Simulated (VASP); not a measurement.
# As in VASP: notebook

As is run at these levels: PBE+D3(BJ); tasks: single point.

All numbers are computed with VASP 6.6.1; they aren't measurements. Logs are shortened: lines on timing, memory, paths and dates and some standing lists are left out, and cuts for length are marked.

## 1. The cell of the first run

The cell holds a slab with vacuum, 4 atoms: a = 3.571 Å, b = 3.571 Å, c = 20.295 Å, α = 90.00°, β = 90.00°, γ = 120.00°.

## 2. Single point, PBE+D3(BJ) (layers slid over each other, then relaxed in part)

Input file INCAR:

```
SYSTEM = As
  PREC = Accurate
  ENCUT = 400
  EDIFF = 1E-6
  ISMEAR = 0
  SIGMA = 0.05
  LREAL = .False.
  LASPH = .True.
  NELM = 120
  ALGO = Normal
  ISIF = 2
  LWAVE = .False.
  LCHARG = .False.
  LDIPOL = .True.
  IDIPOL = 3
  DIPOL = 0.5 0.5 0.381
  GGA = PE
  IVDW = 12
  NBANDS = 38
  GGA_COMPAT = .False.
  NELMDL = -8
```

Input file KPOINTS:

```
regular mesh
0
Gamma
  9 9 1
  0 0 0
```

Input file POSCAR:

```
As
1.0
    3.5713375816      0.0000000000      0.0000000000
   -1.7856687908      3.0928690711      0.0000000000
    0.0000000000      0.0000000000     20.2952790253
As
4
Direct
    0.3333333333      0.6666666667      0.2906000762
    0.6666666667      0.3333333333      0.2217264416
    0.0000000000      1.1666666667      0.5408525514
    0.3333333333      0.8333333333      0.4719783286
```

Potentials or basis: VASP PAW PBE potentials, release 64 (As_d).

Started as:

```sh
$ cat potpaw_PBE.64/As_d/POTCAR > POTCAR
$ mpirun -np 1 vasp_std > vasp.out
```

OUTCAR:

```text
SYSTEM = As
   PREC = Accurate
   ENCUT = 400
   EDIFF = 1E-6
   ISMEAR = 0
   LREAL = .False.
   LASPH = .True.
   NELM = 120
   ISIF = 2
   GGA = PE
   IVDW = 12
   NELMDL = -8
 IVDW          = 12

 ion  position               nearest neighbor table
   1  0.333  0.667  0.291-   2 2.49   2 2.49   2 2.49
   2  0.667  0.333  0.222-   1 2.49   1 2.49   1 2.49
   3  0.000  0.167  0.541-   4 2.49   4 2.49   4 2.49
   4  0.333  0.833  0.472-   3 2.49   3 2.49   3 2.49

  LATTYP: Found a hexagonal cell.
 ALAT       =     3.5713375816
 C/A-ratio  =     5.6828229092

  Lattice vectors:

 A1 = (   3.5713375816,   0.0000000000,   0.0000000000)
 A2 = (  -1.7856687908,   3.0928690711,   0.0000000000)
 A3 = (   0.0000000000,   0.0000000000,  20.2952790253)

Analysis of symmetry for initial positions (statically):
=====================================================================
 Subroutine PRICEL returns:
 Original cell was already a primitive cell.

 Routine SETGRP: Setting up the symmetry group for a
 hexagonal supercell.

 Subroutine GETGRP returns: Found  2 space group operations
 (whereof  1 operations were pure point group operations)
 out of a pool of 24 trial point group operations.

The static configuration has the point symmetry C_1 .
 The point group associated with its full space group is S_2 .

Analysis of symmetry for dynamics (positions and initial velocities):
=====================================================================
 Subroutine PRICEL returns:
 Original cell was already a primitive cell.

 Routine SETGRP: Setting up the symmetry group for a
 hexagonal supercell.

 Subroutine GETGRP returns: Found  2 space group operations
 (whereof  1 operations were pure point group operations)
 out of a pool of 24 trial point group operations.

The dynamic configuration has the point symmetry C_1 .
 The point group associated with its full space group is S_2 .

 Subroutine INISYM returns: Found  2 space group operations
 (whereof  1 operations are pure point group operations),
 and found     1 'primitive' translations

----------------------------------------------------------------------------------------

                                     Primitive cell

  volume of cell :     224.1751

  direct lattice vectors                    reciprocal lattice vectors
     3.571337582  0.000000000  0.000000000     0.280007134  0.161662194  0.000000000
    -1.785668791  3.092869071  0.000000000     0.000000000  0.323324388  0.000000000
     0.000000000  0.000000000 20.295279025     0.000000000  0.000000000  0.049272543

[... 96 lines left out ...]
   TEBEG  =    0.0;   TEEND  =   0.0 temperature during run
   PSTRESS=    0.0 pullay stress
   NELECT =      60.0000    total number of electrons
   NUPDOWN=      -1.0000    fix difference up-down
   EMIN   =  10.00;   EMAX   =-10.00  energy-range for DOS
   EFERMI =   0.00;   METHOD = LEGACY
   ISMEAR =     0;   SIGMA  =   0.05  broadening in eV -4-tet -1-fermi 0-gaus
   EFERMI_NEDOS =   21; number of points for ismear=-14 and -15
   IALGO  =     38    algorithm
   IMIX   =      4    mixing-type and parameters
     AMIX     =   0.40;   BMIX     =  1.00
     AMIX_MAG =   1.60;   BMIX_MAG =  1.00
  volume/ion in A,a.u.               =      56.04       378.20
  Fermi-wavevector in a.u.,A,eV,Ry     =   1.055025  1.993708 15.144343  1.113078
  Thomas-Fermi vector in A             =   2.190208
   LORBIT       =      0    0 simple, 1 ext, 2 COOP (PROOUT), +10 PAW based schemes
   GGA     = PE    functional components
   LHFCALC =     F    Hartree Fock is set to
   AEXX    =    0.0000 exact exchange contribution
   IVDW    =    12    specifies the selected vdW correction
   LEPSILON=     F    determine dielectric tensor
   LRPA    =     F    only Hartree local field effects (RPA)
 non-spin polarized calculation
 Gauss-broadening in eV      SIGMA  =   0.05
  energy-cutoff  :      400.00
  volume of cell :      224.18
 maximum number of plane-waves:      4093
   NGX = 11   NGY = 11   NGZ = 67

 dipolmoment           0.000000      0.000000     -0.000032 electrons x Angstroem

 number of electron      60.0000020 magnetization

 dipolmoment           0.000000      0.000000      0.000082 electrons x Angstroem

 Free energy of the ion-electron system (eV)
  ---------------------------------------------------
  ext. energy  EPLUGINS =         0.00000000
  ---------------------------------------------------
  free energy    TOTEN  =       -18.66814160 eV

  energy without entropy =      -18.66814160  energy(sigma->0) =      -18.66814160

 E-fermi :  -1.7539     XC(G=0):  -4.9785

 val. band max:       -2.0834598695   @ k =   0.1111   0.1111   0.0000
 cond. band min:      -0.8832514076   @ k =   0.3333   0.0000   0.0000
 fundamental gap:      1.2002084619
 Fermi energy:        -1.7538842500

 k-point     1 :       0.0000    0.0000    0.0000
  band No.  band energies     occupation
      1     -37.3529      2.00000
      2     -37.3528      2.00000
      3     -37.3519      2.00000
      4     -37.3518      2.00000
      5     -37.3118      2.00000
      6     -37.3116      2.00000
[... 973 lines left out ...]
     37       4.4703      0.00000
     38       4.8275      0.00000

 [... further k-points ...]

------------------------ aborting loop because EDIFF is reached ----------------------------------------

 vacuum level on the upper side and lower side of the slab       (xc-potential included)        -0.125        -0.127

 Edisp (eV)   -1.03403

 E8    (eV) :    -0.4502

  FORCE on cell =-STRESS in cart. coord.  units (eV):
  Direction    XX          YY          ZZ          XY          YZ          ZX
  --------------------------------------------------------------------------------------
  -------------------------------------------------------------------------------------
  Total      -0.05759    -0.13115    -0.08059    -0.03761     0.14278    -0.07053
  in kB      -0.41159    -0.93733    -0.57596    -0.26879     1.02046    -0.50408
  external pressure =       -0.64 kB  Pullay stress =        0.00 kB

 VOLUME and BASIS-vectors are now :
 -----------------------------------------------------------------------------
  energy-cutoff  :      400.00
  volume of cell :      224.18
      direct lattice vectors                 reciprocal lattice vectors
     3.571337582  0.000000000  0.000000000     0.280007134  0.161662194  0.000000000
    -1.785668791  3.092869071  0.000000000     0.000000000  0.323324388  0.000000000
     0.000000000  0.000000000 20.295279025     0.000000000  0.000000000  0.049272543

 POSITION                                       TOTAL-FORCE (eV/Angst)
 -----------------------------------------------------------------------------------
     -0.00000      2.06191      5.89781         0.009044     -0.017288      0.024812
      1.78567      1.03096      4.50000         0.005732     -0.012242     -0.025793
     -0.29761      0.51548     10.97675        -0.005732      0.012242      0.025793
     -0.29761      2.57739      9.57893        -0.009044      0.017288     -0.024812
 -----------------------------------------------------------------------------------
    total drift:                                0.000016     -0.000027      0.017526

  FREE ENERGIE OF THE ION-ELECTRON SYSTEM (eV)
  ---------------------------------------------------
  free  energy   TOTEN  =       -19.7021699477 eV

  energy  without entropy=      -19.7021699477  energy(sigma->0) =      -19.70216995

 vacuum level on the upper side and lower side of the slab         3.023         3.021
```

stdout:

```text
POSCAR found type information on POSCAR As
 POSCAR found :  1 types and       4 ions
 scaLAPACK will be used
 LDA part: xc-table for (Slater+PW92), standard interpolation
 POSCAR, INCAR and KPOINTS ok, starting setup
 FFT: planning ... GRIDC
 FFT: planning ... GRID_SOFT
 FFT: planning ... GRID
 WAVECAR not read
 entering main loop
```

It took 7.4 min on 1 thread of Intel Xeon Platinum 8259CL at 2.50GHz (Skylake/Cascade Lake), shared host; peak memory 0.37 GiB.

Results:

```yaml
Free_energy: -19.7022 eV
Largest_force: 0.032 eV/Å
Band_gap_on_the_k_mesh: 1.20 eV (least direct gap 1.70 eV)
Dispersion_energy_per_atom: -0.259 eV
```

Forces on the atoms (eV/Å):
```
As   0.009 -0.017  0.025
As   0.006 -0.012 -0.026
As  -0.006  0.012  0.026
As  -0.009  0.017 -0.025
```

Caveat: the cell differs from its parent crystal (layers slid over each other, then relaxed in part).

## 3. Single point, PBE+D3(BJ) (layers slid over each other, then relaxed in part)

Input file INCAR:

```
SYSTEM = As
ALGO = Normal ; DIPOL = 0.5 0.5 0.374
EDIFF = 1E-6 ; ENCUT = 400
GGA = PE ; GGA_COMPAT = .False.
IDIPOL = 3 ; ISIF = 2
ISMEAR = 0 ; IVDW = 12
LASPH = .True. ; LCHARG = .False.
LDIPOL = .True. ; LREAL = .False.
LWAVE = .False. ; NBANDS = 38
NELM = 120 ; NELMDL = -8
PREC = Accurate ; SIGMA = 0.05
```

Input file KPOINTS:

```
k-points
0
Gamma
  9 9 1
  0 0 0
```

Input file POSCAR:

```
As
1.0
    3.5713375816      0.0000000000      0.0000000000
   -1.7856687908      3.0928690711      0.0000000000
    0.0000000000      0.0000000000     20.2952790253
As
4
Direct
    0.3333333333      0.6666666667      0.2905603197
    0.6666666667      0.3333333333      0.2217264416
    0.0000000000      1.3333333333      0.5256983791
    0.3333333333      1.0000000000      0.4568716246
```

Potentials or basis: VASP PAW PBE potentials, release 64 (As_d).

Started as:

```sh
$ cat potpaw_PBE.64/As_d/POTCAR > POTCAR
$ mpirun -np 1 vasp_std > vasp.out
```

OUTCAR:

```text
SYSTEM = As
   EDIFF = 1E-6
   ENCUT = 400
   GGA = PE
   ISIF = 2
   ISMEAR = 0
   IVDW = 12
   LASPH = .True.
   LREAL = .False.
   NELM = 120
   NELMDL = -8
   PREC = Accurate
 IVDW          = 12

 ion  position               nearest neighbor table
   1  0.333  0.667  0.291-   2 2.49   2 2.49   2 2.49
   2  0.667  0.333  0.222-   1 2.49   1 2.49   1 2.49
   3  0.000  0.333  0.526-   4 2.49   4 2.49   4 2.49
   4  0.333  0.000  0.457-   3 2.49   3 2.49   3 2.49

  LATTYP: Found a hexagonal cell.
 ALAT       =     3.5713375816
 C/A-ratio  =     5.6828229092

  Lattice vectors:

 A1 = (   3.5713375816,   0.0000000000,   0.0000000000)
 A2 = (  -1.7856687908,   3.0928690711,   0.0000000000)
 A3 = (   0.0000000000,   0.0000000000,  20.2952790253)

Analysis of symmetry for initial positions (statically):
=====================================================================
 Subroutine PRICEL returns:
 Original cell was already a primitive cell.

 Routine SETGRP: Setting up the symmetry group for a
 hexagonal supercell.

 Subroutine GETGRP returns: Found  2 space group operations
 (whereof  1 operations were pure point group operations)
 out of a pool of 24 trial point group operations.

The static configuration has the point symmetry C_1 .
 The point group associated with its full space group is S_2 .

Analysis of symmetry for dynamics (positions and initial velocities):
=====================================================================
 Subroutine PRICEL returns:
 Original cell was already a primitive cell.

 Routine SETGRP: Setting up the symmetry group for a
 hexagonal supercell.

 Subroutine GETGRP returns: Found  2 space group operations
 (whereof  1 operations were pure point group operations)
 out of a pool of 24 trial point group operations.

The dynamic configuration has the point symmetry C_1 .
 The point group associated with its full space group is S_2 .

 Subroutine INISYM returns: Found  2 space group operations
 (whereof  1 operations are pure point group operations),
 and found     1 'primitive' translations

----------------------------------------------------------------------------------------

                                     Primitive cell

  volume of cell :     224.1751

  direct lattice vectors                    reciprocal lattice vectors
     3.571337582  0.000000000  0.000000000     0.280007134  0.161662194  0.000000000
    -1.785668791  3.092869071  0.000000000     0.000000000  0.323324388  0.000000000
     0.000000000  0.000000000 20.295279025     0.000000000  0.000000000  0.049272543

  length of vectors
     3.571337582  3.571337582 20.295279025     0.323324388  0.323324388  0.049272543

  position of ions in fractional coordinates (direct lattice)
     0.333333333  0.666666667  0.290560320
     0.666666667  0.333333333  0.221726442
     0.000000000  0.333333333  0.525698379
     0.333333333  0.000000000  0.456871625

  ion indices of the primitive-cell ions
   primitive index   ion index
                 1           1
                 2           2
                 3           3
                 4           4

----------------------------------------------------------------------------------------

 KPOINTS: k-points
[... 47 lines left out ...]
  0.333333  0.111111  0.000000      2.000000
 -0.111111  0.444444  0.000000      2.000000
 [... further k-points ...]
   k-points           NKPTS =     41   k-points in BZ     NKDIM =     41   number of bands    NBANDS=     38
   number of dos      NEDOS =    301   number of ions     NIONS =      4
   total plane-waves  NPLWV =  80640
   dimension x,y,z NGX =    24 NGY =   24 NGZ =  140
   dimension x,y,z NGXF=    48 NGYF=   48 NGZF=  280
   ions per type =               4
   NGX,Y,Z   is equivalent  to a cutoff of  11.17, 11.17, 11.47 a.u.
   NGXF,Y,Z  is equivalent  to a cutoff of  22.34, 22.34, 22.94 a.u.
 SYSTEM =  As
   PREC   = accura    normal or accurate (medium, high low for compatibility)
   ISTART =      0    job   : 0-new  1-cont  2-samecut
   ICHARG =      2    charge: 1-file 2-atom 10-const
   ISPIN  =      1    spin polarized calculation?
   LNONCOLLINEAR =      F non collinear calculations
   LSORBIT =      F    spin-orbit coupling
   LASPH  =      T    aspherical Exc in radial PAW
   ENCUT  =  400.0 eV  29.40 Ry    5.42 a.u.   5.82  5.82 33.10*2*pi/ulx,y,z
   NELM   =    120;   NELMIN=  2; NELMDL= -8     # of ELM steps
   EDIFF  = 0.1E-05   stopping-criterion for ELM
   LREAL  =      F    real-space projection
   EDIFFG = 0.1E-04   stopping-criterion for IOM
   NSW    =      0    number of steps for IOM
   IBRION =     -1    ionic relax: 0-MD 1-quasi-New 2-CG
   NFREE  =      0    steps in history (QN), initial steepest desc. (CG)
   ISIF   =      2    stress and relaxation
   ISYM   =      2    0-nonsym 1-usesym 2-fastsym
   POTIM  = 0.5000    time-step for ionic-motion
   TEBEG  =    0.0;   TEEND  =   0.0 temperature during run
   PSTRESS=    0.0 pullay stress
   NELECT =      60.0000    total number of electrons
   NUPDOWN=      -1.0000    fix difference up-down
   EMIN   =  10.00;   EMAX   =-10.00  energy-range for DOS
   EFERMI =   0.00;   METHOD = LEGACY
   ISMEAR =     0;   SIGMA  =   0.05  broadening in eV -4-tet -1-fermi 0-gaus
   EFERMI_NEDOS =   21; number of points for ismear=-14 and -15
   IALGO  =     38    algorithm
   IMIX   =      4    mixing-type and parameters
     AMIX     =   0.40;   BMIX     =  1.00
     AMIX_MAG =   1.60;   BMIX_MAG =  1.00
  volume/ion in A,a.u.               =      56.04       378.20
  Fermi-wavevector in a.u.,A,eV,Ry     =   1.055025  1.993708 15.144343  1.113078
  Thomas-Fermi vector in A             =   2.190208
   LORBIT       =      0    0 simple, 1 ext, 2 COOP (PROOUT), +10 PAW based schemes
   GGA     = PE    functional components
   LHFCALC =     F    Hartree Fock is set to
   AEXX    =    0.0000 exact exchange contribution
   IVDW    =    12    specifies the selected vdW correction
   LEPSILON=     F    determine dielectric tensor
   LRPA    =     F    only Hartree local field effects (RPA)
 non-spin polarized calculation
 Gauss-broadening in eV      SIGMA  =   0.05
  energy-cutoff  :      400.00
  volume of cell :      224.18
 maximum number of plane-waves:      4093
   NGX = 11   NGY = 11   NGZ = 67

 dipolmoment           0.000000      0.000000      0.000127 electrons x Angstroem

 number of electron      59.9999982 magnetization

 dipolmoment           0.000000      0.000000     -0.000939 electrons x Angstroem

 Free energy of the ion-electron system (eV)
  ---------------------------------------------------
  ext. energy  EPLUGINS =         0.00000000
  ---------------------------------------------------
  free energy    TOTEN  =       -18.65690446 eV

  energy without entropy =      -18.65690446  energy(sigma->0) =      -18.65690446

 E-fermi :  -1.6434     XC(G=0):  -4.9480

 val. band max:       -1.9404913208   @ k =   0.1111   0.1111   0.0000
 cond. band min:      -0.9506526167   @ k =   0.3333   0.0000   0.0000
 fundamental gap:      0.9898387041
 Fermi energy:        -1.6433835171

 k-point     1 :       0.0000    0.0000    0.0000
  band No.  band energies     occupation
      1     -37.3653      2.00000
      2     -37.3648      2.00000
      3     -37.3544      2.00000
      4     -37.3539      2.00000
      5     -37.3241      2.00000
      6     -37.3233      2.00000
[... 973 lines left out ...]
     37       4.4627      0.00000
     38       4.8528      0.00000

 [... further k-points ...]

------------------------ aborting loop because EDIFF is reached ----------------------------------------

 vacuum level on the upper side and lower side of the slab       (xc-potential included)        -0.257        -0.245

 Edisp (eV)   -1.07630

 E8    (eV) :    -0.4696

  FORCE on cell =-STRESS in cart. coord.  units (eV):
  Direction    XX          YY          ZZ          XY          YZ          ZX
  --------------------------------------------------------------------------------------
  -------------------------------------------------------------------------------------
  Total       0.09950    -0.00388    -0.07900    -0.12350     0.30211    -0.11757
  in kB       0.71109    -0.02772    -0.56464    -0.88264     2.15915    -0.84026
  external pressure =        0.04 kB  Pullay stress =        0.00 kB

 VOLUME and BASIS-vectors are now :
 -----------------------------------------------------------------------------
  energy-cutoff  :      400.00
  volume of cell :      224.18
      direct lattice vectors                 reciprocal lattice vectors
     3.571337582  0.000000000  0.000000000     0.280007134  0.161662194  0.000000000
    -1.785668791  3.092869071  0.000000000     0.000000000  0.323324388  0.000000000
     0.000000000  0.000000000 20.295279025     0.000000000  0.000000000  0.049272543

 POSITION                                       TOTAL-FORCE (eV/Angst)
 -----------------------------------------------------------------------------------
     -0.00000      2.06191      5.89700         0.017750     -0.038773      0.025013
      1.78567      1.03096      4.50000         0.009290     -0.027807     -0.024943
     -0.59522      1.03096     10.66920        -0.009290      0.027807      0.024943
      1.19045      0.00000      9.27234        -0.017750      0.038773     -0.025013
 -----------------------------------------------------------------------------------
    total drift:                               -0.000362      0.000520     -0.210881

  FREE ENERGIE OF THE ION-ELECTRON SYSTEM (eV)
  ---------------------------------------------------
  free  energy   TOTEN  =       -19.7332048067 eV

  energy  without entropy=      -19.7332048067  energy(sigma->0) =      -19.73320481

 vacuum level on the upper side and lower side of the slab         3.000         3.015
```

OSZICAR:

```text
N       E                     dE             d eps       ncg     rms          rms(c)
DAV:   1     0.618525996313E+03    0.61853E+03   -0.27226E+04  4252   0.562E+03
DAV:   2     0.894693060870E+02   -0.52906E+03   -0.51106E+03  3260   0.124E+03
DAV:   3    -0.102309059508E+02   -0.99700E+02   -0.97522E+02  4440   0.201E+02
[... 14 lines left out ...]
DAV:  18    -0.186568452222E+02   -0.35588E-04   -0.23947E-06  2766   0.135E-01    0.145E-03
DAV:  19    -0.186568733724E+02   -0.28150E-04   -0.46289E-06  3326   0.188E-02    0.105E-03
DAV:  20    -0.186568836163E+02   -0.10244E-04   -0.19093E-07  2530   0.264E-02    0.610E-04
DAV:  21    -0.186569037964E+02   -0.20180E-04   -0.90806E-07  2342   0.662E-03    0.318E-04
DAV:  22    -0.186569044592E+02   -0.66272E-06   -0.10732E-07  2198   0.595E-03
   1 F= -.19733205E+02 E0= -.19733205E+02  d E =-.338945E-18
```

It took 5.7 min on 1 thread of AMD EPYC 7R43 (Zen 3), shared host; peak memory 0.33 GiB.

What came out:

```yaml
Free_energy: -19.7332 eV
Largest_force: 0.049 eV/Å
Band_gap_on_the_k_mesh: 0.99 eV (least direct gap 1.56 eV)
Dispersion_energy_per_atom: -0.269 eV
```

Forces in eV/Å, atoms in the order of the input:
```
As   0.018 -0.039  0.025
As   0.009 -0.028 -0.025
As  -0.009  0.028  0.025
As  -0.018  0.039 -0.025
```

Caveat: the cell differs from its parent crystal (layers slid over each other, then relaxed in part).
